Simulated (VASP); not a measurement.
# Co (Fm-3m) in VASP: notebook, part 2 of 2

VASP 6.6.1. The steps go on from the part before.

## (3) Single point, PBE (10.34 Å³/atom)

This run uses another cell than the first one, of 10.34 Å³/atom.

The input, INCAR:

```
SYSTEM = Co
PREC     = Accurate       ! precision mode
ENCUT    = 600            ! plane-wave cutoff, eV
EDIFF    = 1E-6           ! SCF threshold, eV
ISMEAR   = -1             ! smearing method
SIGMA    = 0.1            ! smearing width, eV
LREAL    = .False.        ! projectors in reciprocal space
LASPH    = .True.         ! aspherical terms in the spheres
NELM     = 120            ! most SCF steps
ALGO     = Normal         ! electronic algorithm
ISIF     = 2              ! what is computed and relaxed
LWAVE    = .False.        ! write WAVECAR
LCHARG   = .False.        ! write CHGCAR
GGA      = PE             ! functional
NBANDS   = 10             ! bands
GGA_COMPAT= .False.
```

The input, KPOINTS:

```
regular mesh
0
Gamma
  18 18 18
  0 0 0
```

The input, POSCAR:

```
Co
1.0
    0.0000000000      1.7289085830      1.7289085830
    1.7289085830      0.0000000000      1.7289085830
    1.7289085830      1.7289085830      0.0000000000
Co
1
Direct
    0.0000000000      0.0000000000      0.0000000000
```

Potentials or basis: VASP PAW PBE potentials, release 64 (Co).

Command:

```sh
$ cat potpaw_PBE.64/Co/POTCAR > POTCAR
$ mpirun -np 1 vasp_std > vasp.out
```

OUTCAR:

```text
SYSTEM = Co
   PREC = Accurate
   ENCUT = 600
   EDIFF = 1E-6
   ISMEAR = -1
   LREAL = .False.
   LASPH = .True.
   NELM = 120
   ISIF = 2
   GGA = PE

 ion  position               nearest neighbor table
   1  0.000  0.000  0.000-

  LATTYP: Found a face centered cubic cell.
 ALAT       =     3.4578171660

  Lattice vectors:

 A1 = (   0.0000000000,   1.7289085830,   1.7289085830)
 A2 = (   1.7289085830,   0.0000000000,   1.7289085830)
 A3 = (   1.7289085830,   1.7289085830,   0.0000000000)

Analysis of symmetry for initial positions (statically):
=====================================================================
 Subroutine PRICEL returns:
 Original cell was already a primitive cell.

 Routine SETGRP: Setting up the symmetry group for a
 face centered cubic supercell.

 Subroutine GETGRP returns: Found 48 space group operations
 (whereof 48 operations were pure point group operations)
 out of a pool of 48 trial point group operations.

The static configuration has the point symmetry O_h .

Analysis of symmetry for dynamics (positions and initial velocities):
=====================================================================
 Subroutine PRICEL returns:
 Original cell was already a primitive cell.

 Routine SETGRP: Setting up the symmetry group for a
 face centered cubic supercell.

 Subroutine GETGRP returns: Found 48 space group operations
 (whereof 48 operations were pure point group operations)
 out of a pool of 48 trial point group operations.

The dynamic configuration has the point symmetry O_h .

 Subroutine INISYM returns: Found 48 space group operations
 (whereof 48 operations are pure point group operations),
 and found     1 'primitive' translations

----------------------------------------------------------------------------------------

                                     Primitive cell

  volume of cell :      10.3358

  direct lattice vectors                    reciprocal lattice vectors
     0.000000000  1.728908583  1.728908583    -0.289199791  0.289199791  0.289199791
     1.728908583  0.000000000  1.728908583     0.289199791 -0.289199791  0.289199791
     1.728908583  1.728908583  0.000000000     0.289199791  0.289199791 -0.289199791

  length of vectors
     2.445045966  2.445045966  2.445045966     0.500908731  0.500908731  0.500908731

  position of ions in fractional coordinates (direct lattice)
     0.000000000  0.000000000  0.000000000

  ion indices of the primitive-cell ions
   primitive index   ion index
                 1           1

----------------------------------------------------------------------------------------

 KPOINTS: regular mesh

Automatic generation of k-mesh.
 Grid dimensions read from file:
 generate k-points for:   18   18   18

 Generating k-lattice:

  Cartesian coordinates                     Fractional coordinates (reciprocal lattice)
    -0.016066655  0.016066655  0.016066655     0.055555556  0.000000000  0.000000000
     0.016066655 -0.016066655  0.016066655     0.000000000  0.055555556  0.000000000
     0.016066655  0.016066655 -0.016066655     0.000000000  0.000000000  0.055555556

  Length of vectors
     0.027828263  0.027828263  0.027828263

  Shift w.r.t. Gamma in fractional coordinates (k-lattice)
     0.000000000  0.000000000  0.000000000

 Subroutine IBZKPT returns following result:
 ===========================================

 Found    195 irreducible k-points:

 Following reciprocal coordinates:
            Coordinates               Weight
  0.000000  0.000000  0.000000      1.000000
  0.055556  0.000000  0.000000      8.000000
  0.111111  0.000000  0.000000      8.000000
  0.166667  0.000000  0.000000      8.000000
  0.222222  0.000000  0.000000      8.000000
  0.277778  0.000000  0.000000      8.000000
[... 16 lines left out ...]
 -0.277778  0.055556  0.000000     24.000000
 -0.222222  0.055556  0.000000     24.000000
 [... further k-points ...]
   k-points           NKPTS =    195   k-points in BZ     NKDIM =    195   number of bands    NBANDS=     10
   number of dos      NEDOS =    301   number of ions     NIONS =      1
   total plane-waves  NPLWV =   8000
   dimension x,y,z NGX =    20 NGY =   20 NGZ =   20
   dimension x,y,z NGXF=    40 NGYF=   40 NGZF=   40
   ions per type =               1
   NGX,Y,Z   is equivalent  to a cutoff of  13.60, 13.60, 13.60 a.u.
   NGXF,Y,Z  is equivalent  to a cutoff of  27.20, 27.20, 27.20 a.u.
 SYSTEM =  Co
   PREC   = accura    normal or accurate (medium, high low for compatibility)
   ISTART =      0    job   : 0-new  1-cont  2-samecut
   ICHARG =      2    charge: 1-file 2-atom 10-const
   ISPIN  =      1    spin polarized calculation?
   LNONCOLLINEAR =      F non collinear calculations
   LSORBIT =      F    spin-orbit coupling
   LASPH  =      T    aspherical Exc in radial PAW
   ENCUT  =  600.0 eV  44.10 Ry    6.64 a.u.   4.88  4.88  4.88*2*pi/ulx,y,z
   NELM   =    120;   NELMIN=  2; NELMDL= -5     # of ELM steps
   EDIFF  = 0.1E-05   stopping-criterion for ELM
   LREAL  =      F    real-space projection
   EDIFFG = 0.1E-04   stopping-criterion for IOM
   NSW    =      0    number of steps for IOM
   IBRION =     -1    ionic relax: 0-MD 1-quasi-New 2-CG
   NFREE  =      0    steps in history (QN), initial steepest desc. (CG)
   ISIF   =      2    stress and relaxation
   ISYM   =      2    0-nonsym 1-usesym 2-fastsym
   POTIM  = 0.5000    time-step for ionic-motion
   TEBEG  =    0.0;   TEEND  =   0.0 temperature during run
   PSTRESS=    0.0 pullay stress
   NELECT =       9.0000    total number of electrons
   NUPDOWN=      -1.0000    fix difference up-down
   EMIN   =  10.00;   EMAX   =-10.00  energy-range for DOS
   EFERMI =   0.00;   METHOD = LEGACY
   ISMEAR =    -1;   SIGMA  =   0.10  broadening in eV -4-tet -1-fermi 0-gaus
   EFERMI_NEDOS =   21; number of points for ismear=-14 and -15
   IALGO  =     38    algorithm
   IMIX   =      4    mixing-type and parameters
     AMIX     =   0.40;   BMIX     =  1.00
     AMIX_MAG =   1.60;   BMIX_MAG =  1.00
  volume/ion in A,a.u.               =      10.34        69.75
  Fermi-wavevector in a.u.,A,eV,Ry     =   1.563293  2.954195 33.251062  2.443884
  Thomas-Fermi vector in A             =   2.666085
   LORBIT       =      0    0 simple, 1 ext, 2 COOP (PROOUT), +10 PAW based schemes
   GGA     = PE    functional components
   LHFCALC =     F    Hartree Fock is set to
   AEXX    =    0.0000 exact exchange contribution
   IVDW    =     0    specifies the selected vdW correction
   LEPSILON=     F    determine dielectric tensor
   LRPA    =     F    only Hartree local field effects (RPA)
 non-spin polarized calculation
  energy-cutoff  :      600.00
  volume of cell :       10.34
 maximum number of plane-waves:       355
   NGX =  9   NGY =  9   NGZ =  9

 number of electron       9.0000001 magnetization

 Free energy of the ion-electron system (eV)
  ---------------------------------------------------
  ext. energy  EPLUGINS =         0.00000000
  ---------------------------------------------------
  free energy    TOTEN  =        -6.87759046 eV

  energy without entropy =       -6.80168286  energy(sigma->0) =       -6.83963666

 E-fermi :  10.8297     XC(G=0): -13.7105

 val. band max:       10.8225802657   @ k =  -0.4444   0.4444   0.1111
 cond. band min:      10.8342198143   @ k =  -0.3333   0.2778   0.0556
 fundamental gap:      0.0116395486
 Fermi energy:        10.8297006255

 k-point     1 :       0.0000    0.0000    0.0000
  band No.  band energies     occupation
      1       1.7551      2.00000
      2       8.9269      2.00000
      3       8.9269      2.00000
      4       8.9269      2.00000
      5      10.2704      1.99258
      6      10.2704      1.99258
      7      34.3369      0.00000
      8      39.2996      0.00000
      9      39.2996      0.00000
     10      39.2996      0.00000
[... 287 lines left out ...]
 k-point    24 :      -0.2222    0.0556    0.0000
  band No.  band energies     occupation
      1       4.0310      2.00000
      2       8.4170      2.00000
      3       9.1651      2.00000
      4       9.2310      2.00000
      5      10.1671      1.99735
      6      10.5657      1.86684
      7      26.9878      0.00000
      8      33.5838      0.00000
      9      37.0726      0.00000
     10      39.6747      0.00000

 [... further k-points ...]

------------------------ aborting loop because EDIFF is reached ----------------------------------------

  FORCE on cell =-STRESS in cart. coord.  units (eV):
  Direction    XX          YY          ZZ          XY          YZ          ZX
  --------------------------------------------------------------------------------------
  -------------------------------------------------------------------------------------
  Total       -0.0556228     -0.0556228     -0.0556228      0.0000000     -0.0000000      0.0000000
  in kB       -8.6221820     -8.6221820     -8.6221820      0.0000000     -0.0000000      0.0000000
  external PRESSURE =      -8.6221820 kB  Pullay stress =       0.0000000 kB

 VOLUME and BASIS-vectors are now :
 -----------------------------------------------------------------------------
  energy-cutoff  :      600.00
  volume of cell :       10.34
      direct lattice vectors                 reciprocal lattice vectors
     0.000000000  1.728908583  1.728908583    -0.289199791  0.289199791  0.289199791
     1.728908583  0.000000000  1.728908583     0.289199791 -0.289199791  0.289199791
     1.728908583  1.728908583  0.000000000     0.289199791  0.289199791 -0.289199791

 POSITION                                       TOTAL-FORCE (eV/Angst)
 -----------------------------------------------------------------------------------
      0.00000      0.00000      0.00000        -0.000000     -0.000000     -0.000000
 -----------------------------------------------------------------------------------
    total drift:                                0.000000      0.000000      0.000000

  FREE ENERGIE OF THE ION-ELECTRON SYSTEM (eV)
  ---------------------------------------------------
  free  energy   TOTEN  =        -6.8775904639 eV

  energy  without entropy=       -6.8016828649  energy(sigma->0) =       -6.83963666
```

It took 22 s on 1 thread of Intel Xeon 8259CL, shared host; peak memory 0.15 GiB.

What came out:

```
Free energy            : -6.8776 eV
Pressure               : -0.9 GPa
Band gap on the k mesh : zero (an odd number of electrons rules out a gap without spin polarisation)
```

Levels at points of the mesh, in eV from the Fermi level:
| k point | band 1 | band 2 | band 3 | band 4 | band 5 | band 6 | band 7 | band 8 | band 9 |
| --- | --- | --- | --- | --- | --- | --- | --- | --- | --- |
| (0.00, 0.00, 0.00) | -9.07 | -1.90 | -1.90 | -1.90 | -0.56 | -0.56 | 23.51 | 28.47 | 28.47 |
| (0.50, 0.00, 0.00) | -4.83 | -1.97 | -1.97 | -0.11 | 0.35 | 0.35 | 7.20 | 22.09 | 26.15 |
| (0.50, 0.50, 0.00) | -4.80 | -4.13 | 0.33 | 0.58 | 0.58 | 2.83 | 10.70 | 15.70 | 15.70 |

Caveat: the run has no spin polarisation, though such a crystal can be magnetic.

## (4) Single point, PBE (10.75 Å³/atom)

This run uses another cell than the first one, of 10.75 Å³/atom.

The input, INCAR:

```
SYSTEM = Co
PREC = Accurate
ENCUT = 600
EDIFF = 1E-6
ISMEAR = -1
SIGMA = 0.1
LREAL = .False.
LASPH = .True.
NELM = 120
ALGO = Normal
ISIF = 2
LWAVE = .False.
LCHARG = .False.
GGA = PE
NBANDS = 10
GGA_COMPAT = .False.
```

KPOINTS is that of step 3.

The input, POSCAR:

```
Co
1.0
    0.0000000000      1.7516599892      1.7516599892
    1.7516599892      0.0000000000      1.7516599892
    1.7516599892      1.7516599892      0.0000000000
Co
1
Direct
    0.0000000000      0.0000000000      0.0000000000
```

Command:

```sh
$ cat potpaw_PBE.64/Co/POTCAR > POTCAR
$ mpirun -np 1 vasp_std > vasp.out
```

Run time: 20 s. Hardware: 1 thread of Intel Xeon 8259CL, shared host; peak memory 0.15 GiB.

Results (log left out):

| Property | Result |
| --- | --- |
| Free energy | -6.8638 eV |
| Pressure | -9.6 GPa |
| Band gap on the k mesh | zero (an odd number of electrons rules out a gap without spin polarisation) |

Levels at points of the mesh, in eV from the Fermi level:
```
           k point  band 1  band 2  band 3  band 4  band 5  band 6  band 7  band 8
(0.00, 0.00, 0.00)   -8.81   -1.79   -1.79   -1.79   -0.53   -0.53   23.20   27.87
(0.50, 0.00, 0.00)   -4.60   -1.85   -1.85   -0.06    0.33    0.33    6.88   21.80
(0.50, 0.50, 0.00)   -4.53   -3.89    0.31    0.54    0.54    2.78   10.32   15.31
```

Caveat: the cell stands under tension; the run has no spin polarisation, though such a crystal can be magnetic.

## (5) Single point, PBE (11.16 Å³/atom)

This run uses another cell than the first one, of 11.16 Å³/atom.

The input, INCAR:

```
SYSTEM = Co
PREC = Accurate ; ENCUT = 600
EDIFF = 1E-6 ; ISMEAR = -1
SIGMA = 0.1 ; LREAL = .FALSE.
LASPH = .TRUE. ; NELM = 120
ALGO = Normal ; ISIF = 2
LWAVE = .FALSE. ; LCHARG = .FALSE.
GGA = PE ; NBANDS = 10
GGA_COMPAT = .FALSE.
```

The input, KPOINTS:

```
Automatic mesh
0
G
  18 18 18
  0 0 0
```

The input, POSCAR:

```
Co
1.0
    0.0000000000      1.7738352546      1.7738352546
    1.7738352546      0.0000000000      1.7738352546
    1.7738352546      1.7738352546      0.0000000000
Co
1
Direct
    0.0000000000      0.0000000000      0.0000000000
```

Command:

```sh
$ cat potpaw_PBE.64/Co/POTCAR > POTCAR
$ mpirun -np 1 vasp_std > vasp.out
```

Wall time 21 s (1 thread of Intel Xeon 8259CL, shared host); peak memory 0.14 GiB.

The run converged. Its results:

```yaml
Free_energy: -6.8300 eV
Pressure: -16.5 GPa
Band_gap_on_the_k_mesh: zero (an odd number of electrons rules out a gap without spin polarisation)
```

Levels at points of the mesh, in eV from the Fermi level:
| k point | band 1 | band 2 | band 3 | band 4 | band 5 | band 6 | band 7 | band 8 |
| --- | --- | --- | --- | --- | --- | --- | --- | --- |
| (0.00, 0.00, 0.00) | -8.57 | -1.69 | -1.69 | -1.69 | -0.50 | -0.50 | 22.90 | 27.29 |
| (0.50, 0.00, 0.00) | -4.38 | -1.75 | -1.75 | -0.01 | 0.31 | 0.31 | 6.58 | 21.51 |
| (0.50, 0.50, 0.00) | -4.29 | -3.68 | 0.29 | 0.51 | 0.51 | 2.73 | 9.96 | 14.95 |

Caveat: the cell stands under tension; the run has no spin polarisation, though such a crystal can be magnetic. Spin polarisation is off, so any magnetic state and its effect on volume and gap are missing.

## (6) Single point, PBE (11.58 Å³/atom)

This run uses another cell than the first one, of 11.58 Å³/atom.

The input, INCAR:

```
SYSTEM = Co
ALGO = Normal ; EDIFF = 1E-6
ENCUT = 600 ; GGA = PE
GGA_COMPAT = .FALSE. ; ISIF = 2
ISMEAR = -1 ; LASPH = .TRUE.
LCHARG = .FALSE. ; LREAL = .FALSE.
LWAVE = .FALSE. ; NBANDS = 10
NELM = 120 ; PREC = Accurate
SIGMA = 0.1
```

The input, KPOINTS:

```
k-points
0
G
  18 18 18
  0 0 0
```

The input, POSCAR:

```
Co
1.0
    0.0000000000      1.7954695240      1.7954695240
    1.7954695240      0.0000000000      1.7954695240
    1.7954695240      1.7954695240      0.0000000000
Co
1
Direct
    0.0000000000      0.0000000000      0.0000000000
```

Potentials or basis: VASP PAW PBE potentials, release 64 (Co).

Command:

```sh
$ cat potpaw_PBE.64/Co/POTCAR > POTCAR
$ mpirun -np 1 vasp_std > vasp.out
```

Wall time 22 s (1 thread of Intel Xeon 8259CL, shared host); peak memory 0.15 GiB.

It converged, with:

```yaml
Free_energy: -6.7803 eV
Pressure: -21.9 GPa
Band_gap_on_the_k_mesh: zero (an odd number of electrons rules out a gap without spin polarisation)
```

Levels at points of the mesh, in eV from the Fermi level:
| k point | band 1 | band 2 | band 3 | band 4 | band 5 | band 6 | band 7 | band 8 | band 9 |
| --- | --- | --- | --- | --- | --- | --- | --- | --- | --- |
| (0.00, 0.00, 0.00) | -8.33 | -1.60 | -1.60 | -1.60 | -0.47 | -0.47 | 22.61 | 26.73 | 26.73 |
| (0.50, 0.00, 0.00) | -4.19 | -1.66 | -1.66 | 0.03 | 0.29 | 0.29 | 6.31 | 21.24 | 24.18 |
| (0.50, 0.50, 0.00) | -4.07 | -3.49 | 0.28 | 0.49 | 0.49 | 2.70 | 9.63 | 14.61 | 14.61 |

Caveat: the cell stands under tension; the run has no spin polarisation, though such a crystal can be magnetic.

## (7) Overview

```csv
cell,gap on the mesh (eV),pressure (GPa)
"a = 2.412 Å, angles 60.0°, 1 atom",none,10.2
"a = 2.445 Å, angles 60.0°, 1 atom",none,-0.9
"a = 2.477 Å, angles 60.0°, 1 atom",none,-9.6
"a = 2.509 Å, angles 60.0°, 1 atom",none,-16.5
"a = 2.539 Å, angles 60.0°, 1 atom",none,-21.9
```

Alike in all rows: task single point; level PBE; potentials or basis VASP PAW PBE potentials, release 64 (Co); no spin polarisation; k mesh 18 × 18 × 18; cutoff (eV) 600; smearing fermi-dirac 0.1 eV.

Caveats: the run has no spin polarisation, though such a crystal can be magnetic; the cell stands under tension (at least some runs); the cell stands under pressure (at least some runs).

Total energies depend on the potentials used, so only differences within one code and one set of settings carry meaning.
